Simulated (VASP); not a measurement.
# GaP (F-43m) in VASP: settings compared, part 2 of 2

VASP 6.6.1. The steps go on from the part before.

## Step 3: G0W0 quasiparticle levels, PBE

File POSCAR:

```
GaP
1.0
    0.0000000000      2.7252500000      2.7252500000
    2.7252500000      0.0000000000      2.7252500000
    2.7252500000      2.7252500000      0.0000000000
Ga P
1 1
Direct
    0.0000000000      0.0000000000      0.0000000000
    0.7500000000      0.7500000000      0.7500000000
```

File INCAR.step1:

```
SYSTEM = GaP
ALGO = Normal ; EDIFF = 1E-8
ENCUT = 500 ; GGA = PE
ISMEAR = 0 ; LASPH = .True.
LCHARG = .False. ; LREAL = .False.
LWAVE = .True. ; NELM = 60
PREC = Accurate ; SIGMA = 0.01
```

File INCAR.step2:

```
SYSTEM = GaP
ALGO = Exact ; EDIFF = 1E-8
ENCUT = 500 ; GGA = PE
ISMEAR = 0 ; ISTART = 1
LASPH = .True. ; LCHARG = .False.
LOPTICS = .True. ; LREAL = .False.
LWAVE = .True. ; NBANDS = 308
NELM = 1 ; PREC = Accurate
SIGMA = 0.01
```

File INCAR.step3:

```
SYSTEM = GaP
ALGO = EVGW0 ; EDIFF = 1E-8
ENCUT = 500 ; ENCUTGW = 200
GGA = PE ; ISMEAR = 0
ISTART = 1 ; LASPH = .True.
LCHARG = .False. ; LREAL = .False.
LWAVE = .False. ; NBANDS = 308
NBANDSGW = 17 ; NELMGW = 1
NOMEGA = 48 ; PREC = Accurate
PRECFOCK = Fast ; SIGMA = 0.01
```

File KPOINTS:

```
k-points
0
Gamma
  6 6 6
  0 0 0
```

Potentials or basis: VASP PAW PBE potentials, release 64 (Ga_d_GW, P_GW).

Started as:

```sh
cat potpaw_PBE.64/Ga_d_GW/POTCAR potpaw_PBE.64/P_GW/POTCAR > POTCAR
cp INCAR.step1 INCAR
mpirun -np 1 vasp_std > vasp.out
cp INCAR.step2 INCAR
mpirun -np 1 vasp_std > vasp.out
cp INCAR.step3 INCAR
mpirun -np 1 vasp_std > vasp.out
```

OUTCAR:

```text
SYSTEM = GaP
   EDIFF = 1E-8
   ENCUT = 500
   ENCUTGW = 200
   GGA = PE
   ISMEAR = 0
   ISTART = 1
   LASPH = .True.
   LREAL = .False.
   NELMGW = 1
   PREC = Accurate
   PRECFOCK = Fast

 ion  position               nearest neighbor table
   1  0.000  0.000  0.000-   2 2.36   2 2.36   2 2.36   2 2.36
   2  0.750  0.750  0.750-   1 2.36   1 2.36   1 2.36   1 2.36

  LATTYP: Found a face centered cubic cell.
 ALAT       =     5.4505000000

  Lattice vectors:

 A1 = (   0.0000000000,   2.7252500000,   2.7252500000)
 A2 = (   2.7252500000,   0.0000000000,   2.7252500000)
 A3 = (   2.7252500000,   2.7252500000,   0.0000000000)

Analysis of symmetry for initial positions (statically):
=====================================================================
 Subroutine PRICEL returns:
 Original cell was already a primitive cell.
[... 133 lines left out ...]
     AMIX_MAG =   1.60;   BMIX_MAG =  1.00
  volume/ion in A,a.u.               =      20.24       136.59
  Fermi-wavevector in a.u.,A,eV,Ry     =   1.249538  2.361284 21.243377  1.561344
  Thomas-Fermi vector in A             =   2.383574
   LORBIT       =      0    0 simple, 1 ext, 2 COOP (PROOUT), +10 PAW based schemes
   GGA     = PE    functional components
   LHFCALC =     T    Hartree Fock is set to
   PRECFOCK=fast      Normal, Fast or Accurate (Low or Medium for compatibility)
   ENCUT4O =  -1.0   cutoff for four orbital integrals eV
   NKREDX  =     1    reduce k-point grid by
   NKREDY  =     1    reduce k-point grid by
   NKREDZ  =     1    reduce k-point grid by
   AEXX    =    1.0000 exact exchange contribution
   HFSCREEN=    0.0000 screening length (either q_TF or 0.3 A-1)
   HFSCREENC=   0.0000 screening length for correlation (either q_TF or 0.3 A-1)
   ENCUTFOCK=  -1.0 apply spherical cutoff to Coloumb kernel
   IVDW    =     0    specifies the selected vdW correction
   LEPSILON=     F    determine dielectric tensor
   LRPA    =     F    only Hartree local field effects (RPA)
   LRPAFORCE           =     F    calculate RPA forces
   ENCUTGW             = 200.0    cutoff for response function in eV
   ENCUTGWSOFT         = 160.0    soft cutoff for Coulomb kernel in GW response function in eV
   ENCUTLF             =  -1.0    cutoff for local field effects
   NELMGW              =     1    number of iterations in solving QP/BSE equation
   NELMHF              =     1    number of iterations in the inner HF iteration
   NKREDLFX            =     1    NKREDLFY  =   1   NKREDLFZ  =   1
 non-spin polarized calculation
 Gauss-broadening in eV      SIGMA  =   0.01
  energy-cutoff  :      500.00
  volume of cell :       40.48
 maximum number of plane-waves:      1056
  NGX = 16; NGY = 16; NGZ = 16
   NGX = 13   NGY = 13   NGZ = 13
 maximum number of plane-waves:       274

 QP shifts <psi_nk| G(iteration)W_0 |psi_nk>: iteration 1
 for sc-GW calculations column KS-energies equals QP-energies in previous step
 and V_xc(KS)=  KS-energies - (<T + V_ion + V_H > + <T+V_H+V_ion>^1  + <V_x>^1)

 k-point   1 :       0.0000    0.0000    0.0000
  band No.  KS-energies  QP-energies   sigma(KS)   V_xc(KS)     V^pw_x(r,r')   Z            occupation Imag(sigma)

      1     -10.1873     -12.3897     -24.9190     -21.6802     -34.9954       0.6800       2.0000       0.1646
      2     -10.1873     -12.3897     -24.9190     -21.6802     -34.9954       0.6800       2.0000       0.1646
      3     -10.1873     -12.3897     -24.9190     -21.6802     -34.9954       0.6800       2.0000       0.1646
      4     -10.0881     -12.3285     -25.0797     -21.8048     -35.1367       0.6841       2.0000       0.1331
      5     -10.0881     -12.3285     -25.0797     -21.8048     -35.1367       0.6841       2.0000       0.1331
      6      -8.1280      -8.6952     -12.2523     -11.3652     -18.6849       0.6393       2.0000       0.9711
[... 311 lines left out ...]
      3     -10.1279     -12.3550     -25.0219     -21.7719     -35.1089       0.6852       2.0000       0.1571
      4     -10.1089     -12.3345     -25.0322     -21.7676     -35.0909       0.6817       2.0000       0.1388
      5     -10.0754     -12.3234     -25.0964     -21.8261     -35.1667       0.6874       2.0000       0.1317
      6      -5.0964      -5.7416     -13.7520     -12.8112     -19.2790       0.6858       2.0000       0.6244
[... 9 lines left out ...]
     16      17.8907      18.0500     -10.8718     -11.0892      -4.0078       0.7332       0.0000      -0.6751
     17      18.1175      18.1194     -10.4459     -10.4484      -3.8654       0.7428       0.0000      -0.6741
```

OUTCAR.step1:

```text
SYSTEM = GaP
   EDIFF = 1E-8
   ENCUT = 500
   GGA = PE
   ISMEAR = 0
   LASPH = .True.
   LREAL = .False.
[... 465 lines left out ...]
      0.00000      0.00000      0.00000        -0.000000     -0.000000     -0.000000
      4.08788      4.08788      4.08788         0.000000      0.000000      0.000000
 -----------------------------------------------------------------------------------
    total drift:                               -0.000011     -0.000011     -0.000011

  FREE ENERGIE OF THE ION-ELECTRON SYSTEM (eV)
  ---------------------------------------------------
  free  energy   TOTEN  =        -9.0847818041 eV

  energy  without entropy=       -9.0847818041  energy(sigma->0) =       -9.08478180
```

Wall time 21 min (1 thread of Intel Xeon 6975P-C (Granite Rapids), shared host); peak memory 1.7 GiB.

Results:

* Quasiparticle gap: 2.23 eV
* Least direct quasiparticle gap: 2.72 eV
* Band gap of the starting levels on the mesh: 1.65 eV
* Least direct gap of the starting levels on the mesh: 1.82 eV

Caveat: bands, screening cutoff and mesh are small and nothing is extrapolated, so the quasiparticle values aren't converged.

## Step 4: Dielectric tensor, PBE

File INCAR:

```
PREC     = Accurate       # precision mode
ENCUT    = 520            # plane-wave cutoff, eV
EDIFF    = 1E-8           # SCF threshold, eV
ISMEAR   = 0              # smearing method
SIGMA    = 0.01           # smearing width, eV
LREAL    = False          # projectors in reciprocal space
LASPH    = True           # aspherical terms in the spheres
NELM     = 80             # most SCF steps
ALGO     = Normal         # electronic algorithm
ISIF     = 2              # what is computed and relaxed
LWAVE    = False          # write WAVECAR
LCHARG   = False          # write CHGCAR
GGA      = PE             # functional
LEPSILON = True           # dielectric tensor by DFPT
```

File KPOINTS:

```
regular mesh
0
Gamma
  8 8 8
```

POSCAR is that of step 3.

Potentials or basis: VASP PAW PBE potentials, release 64 (Ga_d, P).

Started as:

```sh
cat potpaw_PBE.64/Ga_d/POTCAR potpaw_PBE.64/P/POTCAR > POTCAR
mpirun -np 1 vasp_std > vasp.out
```

OUTCAR:

```text
PREC = Accurate
   ENCUT = 520
   EDIFF = 1E-8
   ISMEAR = 0
   LREAL = False
   LASPH = True
   NELM = 80
   ISIF = 2
   GGA = PE
   LEPSILON = True

 ion  position               nearest neighbor table
   1  0.000  0.000  0.000-   2 2.36   2 2.36   2 2.36   2 2.36
   2  0.750  0.750  0.750-   1 2.36   1 2.36   1 2.36   1 2.36

  LATTYP: Found a face centered cubic cell.
 ALAT       =     5.4505000000

  Lattice vectors:

 A1 = (   0.0000000000,   2.7252500000,   2.7252500000)
 A2 = (   2.7252500000,   0.0000000000,   2.7252500000)
 A3 = (   2.7252500000,   2.7252500000,   0.0000000000)

Analysis of symmetry for initial positions (statically):
=====================================================================
[... 629 lines left out ...]
    -0.00026  0.81371  0.00000
     0.81371 -0.00026  0.00000
     0.00000  0.00000 -0.00020

 MACROSCOPIC STATIC DIELECTRIC TENSOR (including local field effects in DFT)
 ------------------------------------------------------
          11.178774     0.000000     0.000000
           0.000000    11.178774     0.000000
          -0.000000     0.000000    11.178774
 ------------------------------------------------------

 PIEZOELECTRIC TENSOR (including local field effects)  for field in x, y, z        (e  Angst)
          XX          YY          ZZ          XY          YZ          ZX
  --------------------------------------------------------------------------------
  x     0.00000    -0.00000    -0.00000     0.00000     2.06329    -0.00000
  y     0.00000    -0.00000     0.00000    -0.00000     0.00000     2.06329
  z    -0.00000    -0.00000     0.00000     2.06329    -0.00000     0.00000

 PIEZOELECTRIC TENSOR (including local field effects)  for field in x, y, z        (C/m^2)
          XX          YY          ZZ          XY          YZ          ZX
  --------------------------------------------------------------------------------
  x     0.00000    -0.00000    -0.00000     0.00000     0.81663    -0.00000
  y     0.00000    -0.00000     0.00000    -0.00000     0.00000     0.81663
  z    -0.00000    -0.00000     0.00000     0.81663    -0.00000     0.00000

 BORN EFFECTIVE CHARGES (including local field effects) (in |e|, cummulative output)
 ---------------------------------------------------------------------------------
 ion    1
    1     2.22310     0.00000     0.00000
    2    -0.00000     2.22310    -0.00000
    3     0.00000    -0.00000     2.22310
 ion    2
    1    -2.22310     0.00000    -0.00000
    2     0.00000    -2.22310     0.00000
    3    -0.00000     0.00000    -2.22310
```

Wall time 10 min (1 thread of Intel Xeon 8259CL, shared host); peak memory 0.28 GiB.

Results:

| Quantity | Value |
| --- | --- |
| Band gap on the k mesh | 1.64 eV (least direct gap 1.83 eV) |
| Electronic dielectric tensor (diagonal) | 11.18 |
| Born charges (mean of the diagonal) | Ga +2.22; P -2.22 e |

Levels at points of the mesh, in eV from the valence-band top:
```csv
k point,band 6,band 7,band 8,band 9,band 10,band 11,band 12,band 13
"(0.00, 0.00, 0.00)",-12.49,0.00,0.00,0.00,1.83,3.89,3.89,3.89
"(0.50, 0.00, 0.00)",-10.43,-6.63,-1.12,-1.12,1.67,4.72,4.72,8.29
"(0.50, 0.50, 0.00)",-9.53,-6.75,-2.68,-2.68,1.65,1.82,10.60,10.60
```

Electronic dielectric tensor:
```
11.18  0.00  0.00
 0.00 11.18  0.00
 0.00  0.00 11.18
```

Born effective charge tensors (e):
atom 1, Ga
```
2.22 0.00 0.00
0.00 2.22 0.00
0.00 0.00 2.22
```
atom 2, P
```
-2.22  0.00  0.00
 0.00 -2.22  0.00
 0.00  0.00 -2.22
```

A k mesh can miss the band edges. A hybrid or GW would open this gap; PBE tends to underestimate it.

## Step 5: Vibrations by perturbation theory, LDA

File INCAR:

```
SYSTEM = GaP
PREC = Accurate
ENCUT = 520
EDIFF = 1E-8
ISMEAR = 0
SIGMA = 0.01
LREAL = .False.
LASPH = .True.
NELM = 60
ALGO = Normal
ISIF = 2
LWAVE = .False.
LCHARG = .True.
IBRION = 8
NSW = 1
LEPSILON = .True.
```

File KPOINTS:

```
Automatic mesh
0
Gamma
  7 7 7
  0 0 0
```

POSCAR is that of step 4.

Potentials or basis: VASP PAW LDA potentials, release 64 (Ga_d, P).

Started as:

```sh
cat potpaw_LDA.64/Ga_d/POTCAR potpaw_LDA.64/P/POTCAR > POTCAR
mpirun -np 1 vasp_std > vasp.out
```

OUTCAR:

```text
SYSTEM = GaP
   PREC = Accurate
   ENCUT = 520
   EDIFF = 1E-8
   ISMEAR = 0
   LREAL = .False.
   LASPH = .True.
   NELM = 60
   ISIF = 2
   IBRION = 8
   NSW = 1
   LEPSILON = .True.

 ion  position               nearest neighbor table
   1  0.000  0.000  0.000-   2 2.36   2 2.36   2 2.36   2 2.36
   2  0.750  0.750  0.750-   1 2.36   1 2.36   1 2.36   1 2.36

  LATTYP: Found a face centered cubic cell.
 ALAT       =     5.4505000000

  Lattice vectors:

 A1 = (   0.0000000000,   2.7252500000,   2.7252500000)
 A2 = (   2.7252500000,   0.0000000000,   2.7252500000)
 A3 = (   2.7252500000,   2.7252500000,   0.0000000000)

Analysis of symmetry for initial positions (statically):
=====================================================================
 Subroutine PRICEL returns:
 Original cell was already a primitive cell.

 Routine SETGRP: Setting up the symmetry group for a
 face centered cubic supercell.

 Subroutine GETGRP returns: Found 24 space group operations
 (whereof 24 operations were pure point group operations)
 out of a pool of 48 trial point group operations.

The static configuration has the point symmetry T_d .

Analysis of symmetry for dynamics (positions and initial velocities):
=====================================================================
 Subroutine PRICEL returns:
 Original cell was already a primitive cell.

 Routine SETGRP: Setting up the symmetry group for a
 face centered cubic supercell.

 Subroutine GETGRP returns: Found 24 space group operations
 (whereof 24 operations were pure point group operations)
[... 571 lines left out ...]
          XX          YY          ZZ          XY          YZ          ZX
  --------------------------------------------------------------------------------
  x    -0.00000    -0.00000    -0.00000     0.00000     0.83259     0.00000
  y     0.00000    -0.00000     0.00000     0.00000     0.00000     0.83259
  z     0.00000    -0.00000    -0.00000     0.83259     0.00000     0.00000

 BORN EFFECTIVE CHARGES (including local field effects) (in |e|, cummulative output)
 ---------------------------------------------------------------------------------
 ion    1
    1     2.23318     0.00000    -0.00000
    2    -0.00000     2.23318     0.00000
    3     0.00000     0.00000     2.23318
 ion    2
    1    -2.23318    -0.00000     0.00000
    2     0.00000    -2.23318    -0.00000
    3     0.00000     0.00000    -2.23318

 INTERNAL STRAIN TENSOR FOR ION    2 for displacements in x,y,z  (eV/Angst):
          X           Y           Z          XY          YZ          ZX
  --------------------------------------------------------------------------------
  x    -0.00000     0.00000     0.00000     0.00000     6.47378     0.00000
  y     0.00000    -0.00000     0.00000     0.00000     0.00000     6.47378
  z     0.00000     0.00000    -0.00000     6.47378     0.00000     0.00000

 SECOND DERIVATIVES (NOT SYMMETRIZED)
 ------------------------------------
               1X          1Y          1Z          2X          2Y          2Z
  1X    -9.681464    0.000000    0.000000    9.681464    0.000000    0.000000
  1Y     0.000000   -9.681464    0.000000    0.000000    9.681464    0.000000
  1Z     0.000000    0.000000   -9.681464    0.000000    0.000000    9.681464
  2X     9.694722    0.000000    0.000000   -9.694722    0.000000    0.000000
  2Y     0.000000    9.694722    0.000000    0.000000   -9.694722    0.000000
  2Z     0.000000    0.000000    9.694722    0.000000    0.000000   -9.694722

 Eigenvectors and eigenvalues of the dynamical matrix
 ----------------------------------------------------

   1 f  =   10.508692 THz    66.028058 2PiTHz  350.532227 cm-1    43.460438 meV
             X         Y         Z           dx          dy          dz
      0.000000  0.000000  0.000000     0.554351   -0.000000   -0.000000
      4.087875  4.087875  4.087875    -0.832283    0.000000   -0.000000
[... 21 lines left out ...]
   6 f/i=    0.003317 THz     0.020844 2PiTHz    0.110660 cm-1     0.013720 meV
             X         Y         Z           dx          dy          dz
      0.000000  0.000000  0.000000     0.600761   -0.553556   -0.159242
      4.087875  4.087875  4.087875     0.400143   -0.368702   -0.106065

--------------------------------------------------------------------------------------------------------

 MACROSCOPIC STATIC DIELECTRIC TENSOR IONIC CONTRIBUTION
 ------------------------------------------------------
           2.301046     0.000000     0.000000
           0.000000     2.301046    -0.000000
           0.000000    -0.000000     2.301046
 ------------------------------------------------------

 ELASTIC MODULI CONTR FROM IONIC RELAXATION (kBar)
 Direction    XX          YY          ZZ          XY          YZ          ZX
 --------------------------------------------------------------------------------
 XX          -0.0000      0.0000      0.0000     -0.0000      0.0000     -0.0000
 YY           0.0000     -0.0000      0.0000     -0.0000     -0.0000      0.0000
 ZZ           0.0000      0.0000     -0.0000      0.0000     -0.0000     -0.0000
 XY          -0.0000     -0.0000      0.0000   -169.7779     -0.0000      0.0000
 YZ           0.0000     -0.0000     -0.0000     -0.0000   -169.7779     -0.0000
 ZX          -0.0000      0.0000     -0.0000      0.0000     -0.0000   -169.7779
 --------------------------------------------------------------------------------

 PIEZOELECTRIC TENSOR IONIC CONTR  for field in x, y, z        (C/m^2)
          XX          YY          ZZ          XY          YZ          ZX
  --------------------------------------------------------------------------------
  x     0.00000    -0.00000    -0.00000    -0.00000    -0.58813    -0.00000
  y    -0.00000     0.00000    -0.00000     0.00000    -0.00000    -0.58813
  z    -0.00000    -0.00000     0.00000    -0.58813    -0.00000     0.00000
```

OSZICAR:

```text
N       E                     dE             d eps       ncg     rms          rms(c)
DAV:   1     0.804002965527E+02    0.80400E+02   -0.92544E+03   528   0.199E+03
DAV:   2    -0.417640539470E+01   -0.84577E+02   -0.80875E+02   570   0.331E+02
DAV:   3    -0.106264500203E+02   -0.64500E+01   -0.64065E+01   650   0.769E+01
[... 200 lines left out ...]
RMM:   8    -0.476329915571E-01    0.17638E-05    0.84387E-07  3238   0.131E-03    0.120E-04
RMM:   9    -0.476327162785E-01    0.27528E-06   -0.58770E-10  3300   0.396E-04    0.122E-04
RMM:  10    -0.476323463022E-01    0.36998E-06    0.32041E-08  3199   0.150E-04    0.100E-05
RMM:  11    -0.476324318908E-01   -0.85589E-07    0.66056E-09  3315   0.566E-05    0.481E-06
RMM:  12    -0.476324524203E-01   -0.20530E-07    0.13437E-09  3329   0.222E-05    0.179E-06
RMM:  13    -0.476324473798E-01    0.50405E-08    0.25800E-09  3042   0.740E-06    0.938E-07
 Linear response finished
```

stdout:

```text
POSCAR found type information on POSCAR GaP
 POSCAR found :  2 types and       2 ions
 scaLAPACK will be used
 LDA part: xc-table for (Slater(with rela. corr.)+CA(PZ))
 , standard interpolation
 POSCAR, INCAR and KPOINTS ok, starting setup
 FFT: planning ... GRIDC
 FFT: planning ... GRID_SOFT
 FFT: planning ... GRID
[... 24 lines left out ...]
 Linear response to external field, progress :
  Direction:   3
 dielectric tensor                  component  3 :     3.266     2.653    12.662
 Linear response DOF=           2
 Linear response progress:
 first order change of Fermi-energy   0.75784E-04
 force on displaced ion       1 direction 1 :  -9.681  -0.000  -0.000
 Born effective charge ion    1 direction 1 :   2.091   0.000   0.000
 Linear response progress:
 first order change of Fermi-energy   0.10495E-03
 force on displaced ion       2 direction 1 :  -9.695  -0.000  -0.000
 Born effective charge ion    2 direction 1 :  -2.369   0.000   0.000
 Born effective charges drift removed
 Linear response finished
```

Run time: 13 min. Hardware: 1 thread of AMD EPYC 7R13, shared host; peak memory 0.2 GiB.

What came out:

```
Electronic dielectric tensor (diagonal)                 : 12.66
Born charges (mean of the diagonal)                     : Ga +2.23; P -2.23 e
Highest phonon frequency at Γ, LO-TO splitting left out : 351 cm⁻¹
```

Phonon frequencies in cm⁻¹ (negative: imaginary):
```csv
q point,frequencies
"(0.000, 0.000, 0.000)",0 0 0 351 351 351
```

Electronic dielectric tensor:
```
12.66  0.00  0.00
 0.00 12.66  0.00
 0.00  0.00 12.66
```

Born effective charge tensors (e):
atom 1, Ga
```
2.23 0.00 0.00
0.00 2.23 0.00
0.00 0.00 2.23
```
atom 2, P
```
-2.23  0.00  0.00
 0.00 -2.23  0.00
 0.00  0.00 -2.23
```

Caveat: the cell stands under pressure or tension, which shifts response properties.
